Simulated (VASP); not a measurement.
# Ni (Im-3m) in VASP: notebook

Ni is run at these levels: PBEsol+D3(BJ); tasks: single point.

Program: VASP 6.6.1. These are calculated values, not measurements. Logs are shortened: lines on timing, memory, paths and dates and some standing lists are left out, and cuts for length are marked.

## 1. The cell of the first run

Symmetry: Im-3m, No. 229, cubic system. The conventional cell has a = 2.767 Å, b = 2.767 Å, c = 2.767 Å, α = 90.00°, β = 90.00°, γ = 90.00°. Ni (site symmetry m-3m) has 14 Ni at 2.40 to 2.77 Å within 3.2 Å.

## 2. Single point, PBEsol+D3(BJ), collinear spin, ferromagnetic start

Input file INCAR:

```
SYSTEM = Ni
PREC     = Accurate       ! precision mode
ENCUT    = 520            ! plane-wave cutoff, eV
EDIFF    = 1E-6           ! SCF threshold, eV
ISMEAR   = -1             ! smearing method
SIGMA    = 0.15           ! smearing width, eV
LREAL    = .False.        ! projectors in reciprocal space
LASPH    = .True.         ! aspherical terms in the spheres
NELM     = 150            ! most SCF steps
ALGO     = Normal         ! electronic algorithm
ISIF     = 2              ! what is computed and relaxed
LWAVE    = .False.        ! write WAVECAR
LCHARG   = .False.        ! write CHGCAR
ISPIN    = 2              ! spin polarisation
MAGMOM   = 2              ! initial moments
LORBIT   = 11             ! projections on sites
LMAXMIX  = 4              ! l up to which the mixer works
GGA      = PS             ! functional
IVDW     = 12             ! dispersion correction
NBANDS   = 15             ! bands
```

Input file KPOINTS:

```
Automatic mesh
0
Gamma
  15 15 15
  0 0 0
```

Input file POSCAR:

```
Ni
1.0
   -1.3837154700      1.3837154700      1.3837154700
    1.3837154700     -1.3837154700      1.3837154700
    1.3837154700      1.3837154700     -1.3837154700
Ni
1
Direct
    0.0000000000      0.0000000000      0.0000000000
```

Potentials or basis: VASP PAW PBE potentials, release 64 (Ni).

Command:

```console
$ cat potpaw_PBE.64/Ni/POTCAR > POTCAR
$ mpirun -np 1 vasp_std > vasp.out
```

OUTCAR:

```text
SYSTEM = Ni
   PREC = Accurate
   ENCUT = 520
   EDIFF = 1E-6
   ISMEAR = -1
   LREAL = .False.
   LASPH = .True.
   NELM = 150
   ISIF = 2
   ISPIN = 2
   LORBIT = 11
   GGA = PS
   IVDW = 12
 IVDW          = 12

 ion  position               nearest neighbor table
   1  0.000  0.000  0.000-

  LATTYP: Found a body centered cubic cell.
 ALAT       =     2.7674309400

  Lattice vectors:

 A1 = (  -1.3837154700,   1.3837154700,   1.3837154700)
 A2 = (   1.3837154700,  -1.3837154700,   1.3837154700)
 A3 = (   1.3837154700,   1.3837154700,  -1.3837154700)

Analysis of symmetry for initial positions (statically):
=====================================================================
 Subroutine PRICEL returns:
 Original cell was already a primitive cell.

 Routine SETGRP: Setting up the symmetry group for a
 body centered cubic supercell.

 Subroutine GETGRP returns: Found 48 space group operations
 (whereof 48 operations were pure point group operations)
 out of a pool of 48 trial point group operations.

The static configuration has the point symmetry O_h .

Analysis of symmetry for dynamics (positions and initial velocities):
=====================================================================
 Subroutine PRICEL returns:
 Original cell was already a primitive cell.

 Routine SETGRP: Setting up the symmetry group for a
 body centered cubic supercell.

 Subroutine GETGRP returns: Found 48 space group operations
 (whereof 48 operations were pure point group operations)
 out of a pool of 48 trial point group operations.

The dynamic configuration has the point symmetry O_h .

Analysis of structural, dynamic, and magnetic symmetry:
=====================================================================
 Subroutine PRICEL returns:
 Original cell was already a primitive cell.

 Routine SETGRP: Setting up the symmetry group for a
 body centered cubic supercell.

 Subroutine GETGRP returns: Found 48 space group operations
 (whereof 48 operations were pure point group operations)
 out of a pool of 48 trial point group operations.

The overall configuration has the point symmetry O_h .

 Subroutine INISYM returns: Found 48 space group operations
 (whereof 48 operations are pure point group operations),
 and found     1 'primitive' translations

----------------------------------------------------------------------------------------

                                     Primitive cell

  volume of cell :      10.5974

  direct lattice vectors                    reciprocal lattice vectors
    -1.383715470  1.383715470  1.383715470     0.000000000  0.361345964  0.361345964
     1.383715470 -1.383715470  1.383715470     0.361345964  0.000000000  0.361345964
     1.383715470  1.383715470 -1.383715470     0.361345964  0.361345964  0.000000000

  length of vectors
     2.396665497  2.396665497  2.396665497     0.511020363  0.511020363  0.511020363

  position of ions in fractional coordinates (direct lattice)
     0.000000000  0.000000000  0.000000000

  ion indices of the primitive-cell ions
   primitive index   ion index
                 1           1

----------------------------------------------------------------------------------------

 KPOINTS: Automatic mesh

Automatic generation of k-mesh.
 Grid dimensions read from file:
 generate k-points for:   15   15   15

 Generating k-lattice:

  Cartesian coordinates                     Fractional coordinates (reciprocal lattice)
     0.000000000  0.024089731  0.024089731     0.066666667  0.000000000  0.000000000
     0.024089731  0.000000000  0.024089731     0.000000000  0.066666667  0.000000000
     0.024089731  0.024089731  0.000000000     0.000000000  0.000000000  0.066666667

  Length of vectors
     0.034068024  0.034068024  0.034068024

  Shift w.r.t. Gamma in fractional coordinates (k-lattice)
     0.000000000  0.000000000  0.000000000

 Subroutine IBZKPT returns following result:
 ===========================================

 Found    120 irreducible k-points:

 Following reciprocal coordinates:
            Coordinates               Weight
  0.000000  0.000000  0.000000      1.000000
  0.066667  0.000000  0.000000     12.000000
  0.133333  0.000000  0.000000     12.000000
  0.200000  0.000000  0.000000     12.000000
  0.266667  0.000000  0.000000     12.000000
  0.333333  0.000000  0.000000     12.000000
[... 16 lines left out ...]
  0.333333  0.200000  0.000000     48.000000
  0.400000  0.200000  0.000000     24.000000
 [... further k-points ...]
   k-points           NKPTS =    120   k-points in BZ     NKDIM =    120   number of bands    NBANDS=     15
   number of dos      NEDOS =    301   number of ions     NIONS =      1
   total plane-waves  NPLWV =   5832
   dimension x,y,z NGX =    18 NGY =   18 NGZ =   18
   dimension x,y,z NGXF=    36 NGYF=   36 NGZF=   36
   ions per type =               1
   NGX,Y,Z   is equivalent  to a cutoff of  12.49, 12.49, 12.49 a.u.
   NGXF,Y,Z  is equivalent  to a cutoff of  24.97, 24.97, 24.97 a.u.
 SYSTEM =  Ni
   PREC   = accura    normal or accurate (medium, high low for compatibility)
   ISTART =      0    job   : 0-new  1-cont  2-samecut
   ICHARG =      2    charge: 1-file 2-atom 10-const
   ISPIN  =      2    spin polarized calculation?
   LNONCOLLINEAR =      F non collinear calculations
   LSORBIT =      F    spin-orbit coupling
   LASPH  =      T    aspherical Exc in radial PAW
   ENCUT  =  520.0 eV  38.22 Ry    6.18 a.u.   4.46  4.46  4.46*2*pi/ulx,y,z
   NELM   =    150;   NELMIN=  2; NELMDL= -5     # of ELM steps
   EDIFF  = 0.1E-05   stopping-criterion for ELM
   LREAL  =      F    real-space projection
   EDIFFG = 0.1E-04   stopping-criterion for IOM
   NSW    =      0    number of steps for IOM
   IBRION =     -1    ionic relax: 0-MD 1-quasi-New 2-CG
   NFREE  =      0    steps in history (QN), initial steepest desc. (CG)
   ISIF   =      2    stress and relaxation
   ISYM   =      2    0-nonsym 1-usesym 2-fastsym
   POTIM  = 0.5000    time-step for ionic-motion
   TEBEG  =    0.0;   TEEND  =   0.0 temperature during run
   PSTRESS=    0.0 pullay stress
   NELECT =      10.0000    total number of electrons
   NUPDOWN=      -1.0000    fix difference up-down
   EMIN   =  10.00;   EMAX   =-10.00  energy-range for DOS
   EFERMI =   0.00;   METHOD = LEGACY
   ISMEAR =    -1;   SIGMA  =   0.15  broadening in eV -4-tet -1-fermi 0-gaus
   EFERMI_NEDOS =   21; number of points for ismear=-14 and -15
   IALGO  =     38    algorithm
   IMIX   =      4    mixing-type and parameters
     AMIX     =   0.40;   BMIX     =  1.00
     AMIX_MAG =   1.60;   BMIX_MAG =  1.00
  volume/ion in A,a.u.               =      10.60        71.51
  Fermi-wavevector in a.u.,A,eV,Ry     =   1.605738  3.034405 35.081190  2.578395
  Thomas-Fermi vector in A             =   2.702037
   LORBIT       =     11    0 simple, 1 ext, 2 COOP (PROOUT), +10 PAW based schemes
   GGA     = PS    functional components
   LHFCALC =     F    Hartree Fock is set to
   AEXX    =    0.0000 exact exchange contribution
   IVDW    =    12    specifies the selected vdW correction
   LEPSILON=     F    determine dielectric tensor
   LRPA    =     F    only Hartree local field effects (RPA)
 spin polarized calculation
  energy-cutoff  :      520.00
  volume of cell :       10.60
 maximum number of plane-waves:       321
 NGX is ok and might be reduce to    18
   NGX =  9   NGY =  9   NGZ =  9

 number of electron      10.0000004 magnetization       0.3951751

 Free energy of the ion-electron system (eV)
  ---------------------------------------------------
  ext. energy  EPLUGINS =         0.00000000
  ---------------------------------------------------
  free energy    TOTEN  =        -6.09877804 eV

  energy without entropy =       -5.95991405  energy(sigma->0) =       -6.02934605

 E-fermi :   9.4569     XC(G=0): -13.5890

 val. band max:        9.4533581388   @ k =   0.4667   0.0000   0.0000
 cond. band min:       9.4628708929   @ k =  -0.4667   0.4667   0.1333
 fundamental gap:      0.0095127540
 Fermi energy:         9.4569030753

 spin component 1

 k-point     1 :       0.0000    0.0000    0.0000
  band No.  band energies     occupation
      1       0.3168      1.00000
      2       7.1805      1.00000
      3       7.1805      1.00000
      4       7.1805      1.00000
      5       8.5838      0.99704
      6       8.5838      0.99704
      7      36.1306      0.00000
      8      36.1306      0.00000
      9      36.1306      0.00000
     10      41.1910      0.00000
     11      41.1910      0.00000
     12      42.4386      0.00000
     13      42.4386      0.00000
     14      42.4386      0.00000
     15      43.0913      0.00000
[... 397 lines left out ...]
 k-point    24 :       0.4000    0.2000    0.0000
  band No.  band energies     occupation
      1       5.4019      1.00000
      2       6.2890      1.00000
      3       7.1963      1.00000
      4       8.5129      0.99816
      5       8.9034      0.97564
      6      12.9398      0.00000
      7      16.4243      0.00000
      8      22.0800      0.00000
      9      28.9988      0.00000
     10      36.8222      0.00000
     11      41.9504      0.00000
     12      44.7800      0.00000
     13      48.1860      0.00000
     14      55.5324      0.00000
     15      55.9054      0.00000

 [... further k-points ...]

 spin component 2

 k-point     1 :       0.0000    0.0000    0.0000
  band No.  band energies     occupation
      1       0.3249      1.00000
      2       7.6130      1.00000
      3       7.6130      1.00000
      4       7.6130      1.00000
      5       8.9862      0.95845
      6       8.9862      0.95845
      7      36.0834      0.00000
      8      36.0834      0.00000
      9      36.0834      0.00000
     10      41.1770      0.00000
     11      41.1770      0.00000
     12      42.5765      0.00000
     13      42.5765      0.00000
     14      42.5765      0.00000
     15      43.1985      0.00000
[... 397 lines left out ...]
 k-point    24 :       0.4000    0.2000    0.0000
  band No.  band energies     occupation
      1       5.6833      1.00000
      2       6.6604      1.00000
      3       7.4654      1.00000
      4       8.9344      0.97020
      5       9.3361      0.69111
      6      13.1384      0.00000
      7      16.6358      0.00000
      8      22.1785      0.00000
      9      29.0594      0.00000
     10      36.8541      0.00000
     11      41.9498      0.00000
     12      44.8395      0.00000
     13      48.3361      0.00000
     14      55.8863      0.00000
     15      56.2891      0.00000

 [... further k-points ...]

------------------------ aborting loop because EDIFF is reached ----------------------------------------

 Edisp (eV)   -0.42871

 E8    (eV) :    -0.2810

  FORCE on cell =-STRESS in cart. coord.  units (eV):
  Direction    XX          YY          ZZ          XY          YZ          ZX
  --------------------------------------------------------------------------------------
  -------------------------------------------------------------------------------------
  Total      -0.56869    -0.56869    -0.56869    -0.00000    -0.00000     0.00000
  in kB     -85.97729   -85.97729   -85.97729    -0.00000    -0.00000     0.00000
  external pressure =      -85.98 kB  Pullay stress =        0.00 kB

 VOLUME and BASIS-vectors are now :
 -----------------------------------------------------------------------------
  energy-cutoff  :      520.00
  volume of cell :       10.60
      direct lattice vectors                 reciprocal lattice vectors
    -1.383715470  1.383715470  1.383715470     0.000000000  0.361345964  0.361345964
     1.383715470 -1.383715470  1.383715470     0.361345964  0.000000000  0.361345964
     1.383715470  1.383715470 -1.383715470     0.361345964  0.361345964  0.000000000

 POSITION                                       TOTAL-FORCE (eV/Angst)
 -----------------------------------------------------------------------------------
      0.00000      0.00000      0.00000        -0.000000      0.000000     -0.000000
 -----------------------------------------------------------------------------------
    total drift:                                0.000000      0.000000      0.000000

  FREE ENERGIE OF THE ION-ELECTRON SYSTEM (eV)
  ---------------------------------------------------
  free  energy   TOTEN  =        -6.5274872185 eV

  energy  without entropy=       -6.3886232285  energy(sigma->0) =       -6.45805522

 total charge

# of ion       s       p       d       tot
------------------------------------------
    1        0.506   0.520   8.339   9.365

 magnetization (x)

# of ion       s       p       d       tot
------------------------------------------
    1       -0.002  -0.011   0.412   0.399
```

It took 31 s on 1 thread of Intel Xeon 6975P-C, shared host; peak memory 0.15 GiB.

Results:

```yaml
Free_energy: -6.5275 eV
Pressure: -8.6 GPa
Net_moment: 0.40 μB per cell
Site_moments: Ni +0.40 μB
Valence_electrons_inside_the_program's_atomic_spheres: Ni 9.37
Dispersion_energy_per_atom: -0.429 eV
```

Levels at points of the mesh, in eV from the Fermi level:
Spin up:
| k point | band 1 | band 2 | band 3 | band 4 | band 5 | band 6 | band 7 | band 8 | band 9 | band 10 |
| --- | --- | --- | --- | --- | --- | --- | --- | --- | --- | --- |
| (0.00, 0.00, 0.00) | -9.14 | -2.28 | -2.28 | -2.28 | -0.87 | -0.87 | 26.67 | 26.67 | 26.67 | 31.73 |
Spin down:
```csv
k point,band 2,band 3,band 4,band 5,band 6,band 7,band 8,band 9
"(0.00, 0.00, 0.00)",-1.84,-1.84,-1.84,-0.47,-0.47,26.63,26.63,26.63
```

Caveat: three body term missing; the PAW data sets were made with another functional, which shifts forces and pressure a little; pairwise dispersion overbinds metals, which lowers pressure and volume.

## 3. Single point, PBEsol+D3(BJ), collinear spin, ferromagnetic start

Input file INCAR:

```
  PREC = Accurate
  ENCUT = 520
  EDIFF = 1E-6
  ISMEAR = -1
  SIGMA = 0.15
  LREAL = False
  LASPH = True
  NELM = 150
  ALGO = Normal
  ISIF = 2
  LWAVE = False
  LCHARG = True
  ISPIN = 2
  MAGMOM = 2
  LORBIT = 11
  LMAXMIX = 4
  GGA = PS
  IVDW = 12
  LELF = True
  LVHAR = True
  NBANDS = 15
```

Input file KPOINTS:

```
Automatic mesh
0
Gamma
  15 15 15
```

POSCAR is that of step 2.

Potentials or basis: VASP PAW PBE potentials, release 64 (Ni).

Command:

```console
$ cat potpaw_PBE.64/Ni/POTCAR > POTCAR
$ mpirun -np 1 vasp_std > vasp.out
```

OUTCAR:

```text
PREC = Accurate
   ENCUT = 520
   EDIFF = 1E-6
   ISMEAR = -1
   LREAL = False
   LASPH = True
   NELM = 150
   ISIF = 2
   ISPIN = 2
   LORBIT = 11
   GGA = PS
   IVDW = 12
 IVDW          = 12

 ion  position               nearest neighbor table
   1  0.000  0.000  0.000-

  LATTYP: Found a body centered cubic cell.
 ALAT       =     2.7674309400

  Lattice vectors:

 A1 = (  -1.3837154700,   1.3837154700,   1.3837154700)
 A2 = (   1.3837154700,  -1.3837154700,   1.3837154700)
[... 1075 lines left out ...]
  --------------------------------------------------------------------------------------
  -------------------------------------------------------------------------------------
  Total      -0.56869    -0.56869    -0.56869    -0.00000    -0.00000     0.00000
  in kB     -85.97729   -85.97729   -85.97729    -0.00000    -0.00000     0.00000
  external pressure =      -85.98 kB  Pullay stress =        0.00 kB

 VOLUME and BASIS-vectors are now :
 -----------------------------------------------------------------------------
  energy-cutoff  :      520.00
  volume of cell :       10.60
      direct lattice vectors                 reciprocal lattice vectors
    -1.383715470  1.383715470  1.383715470     0.000000000  0.361345964  0.361345964
     1.383715470 -1.383715470  1.383715470     0.361345964  0.000000000  0.361345964
     1.383715470  1.383715470 -1.383715470     0.361345964  0.361345964  0.000000000

 POSITION                                       TOTAL-FORCE (eV/Angst)
 -----------------------------------------------------------------------------------
      0.00000      0.00000      0.00000        -0.000000      0.000000     -0.000000
 -----------------------------------------------------------------------------------
    total drift:                                0.000000      0.000000      0.000000

  FREE ENERGIE OF THE ION-ELECTRON SYSTEM (eV)
  ---------------------------------------------------
  free  energy   TOTEN  =        -6.5274872185 eV

  energy  without entropy=       -6.3886232285  energy(sigma->0) =       -6.45805522

 total charge

# of ion       s       p       d       tot
------------------------------------------
    1        0.506   0.520   8.339   9.365

 magnetization (x)

# of ion       s       p       d       tot
------------------------------------------
    1       -0.002  -0.011   0.412   0.399
```

Wall time 39 s (1 thread of Intel Xeon 6975P-C, shared host); peak memory 0.15 GiB.

What came out:

* Free energy: -6.5275 eV
* Pressure: -8.6 GPa
* Net moment: 0.40 μB per cell
* Site moments: Ni +0.40 μB
* Valence electrons inside the program's atomic spheres: Ni 9.37
* Dispersion energy per atom: -0.429 eV

Caveat: three body term missing; the PAW data sets were made with another functional, which shifts forces and pressure a little; pairwise dispersion overbinds metals, which lowers pressure and volume.
